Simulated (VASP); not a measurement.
Wanted: the native input for a VASP 6.6.1 run.

```yaml
Task: relaxation of cell and atoms
Functional: PBE
Potentials_or_basis: VASP PAW PBE potentials, release 64 (Rb_sv, Ru_pv)
Cutoff: 600 eV
k_mesh: 8 × 8 × 8
Occupations: gaussian, width 0.1 eV
Spin: no spin polarisation
Dipole_correction: no
Further_INCAR_settings: ALGO = Fast; EDIFF = 1e-06; IBRION = 2; EDIFFG = -0.01; NSW = 100; ISIF = 3
```

The structure of Rb2Ru lies in POSCAR:

```
Rb2Ru
1.0
    0.0000000000      4.5769321470      4.5769321470
    4.5769321470      0.0000000000      4.5769321470
    4.5769321470      4.5769321470      0.0000000000
Rb Ru
4 2
Direct
    0.6250000000      0.6250000000      0.6250000000
    0.1250000000      0.6250000000      0.6250000000
    0.6250000000      0.6250000000      0.1250000000
    0.6250000000      0.1250000000      0.6250000000
    0.0000000000      0.0000000000      0.0000000000
    0.2500000000      0.2500000000      0.2500000000
```

These files were run (other wordings do the same):

INCAR

```
SYSTEM = Rb2Ru
PREC = Accurate ; ENCUT = 600
EDIFF = 1E-6 ; ISMEAR = 0
SIGMA = 0.1 ; LREAL = .False.
LASPH = .True. ; NELM = 100
ALGO = Fast ; ISIF = 3
LWAVE = .False. ; LCHARG = .False.
GGA = PE ; IBRION = 2
NSW = 100 ; EDIFFG = -0.01
```

KPOINTS

```
regular mesh
0
Gamma
  8 8 8
  0 0 0
```

Potentials or basis: VASP PAW PBE potentials, release 64 (Rb_sv, Ru_pv).

Launch:

```console
$ cat potpaw_PBE.64/Rb_sv/POTCAR potpaw_PBE.64/Ru_pv/POTCAR > POTCAR
$ mpirun -np 1 vasp_std > vasp.out
```

It gave:

| Quantity | Value |
| --- | --- |
| Relaxed volume | 35.10 Å³/atom |
| Relaxed cell | a = 6.678 Å, b = 6.678 Å, c = 6.678 Å, α = 60.00°, β = 60.00°, γ = 60.00° |
| Space group after relaxing (to 0.1 Å) | Fd-3m (No. 227) |
| Energy gained by relaxing | 10.1 meV/atom |
| Ionic steps | 4 |
| Pressure after relaxing | 0.0 GPa |
| Band gap on the k mesh | zero (bands 32 and 33 overlap by 0.11 eV) |

Run time: 22 min on 1 thread of AMD EPYC 9R45 96-Core Processor (Zen 5), on a shared host, peak memory 0.52 GiB.
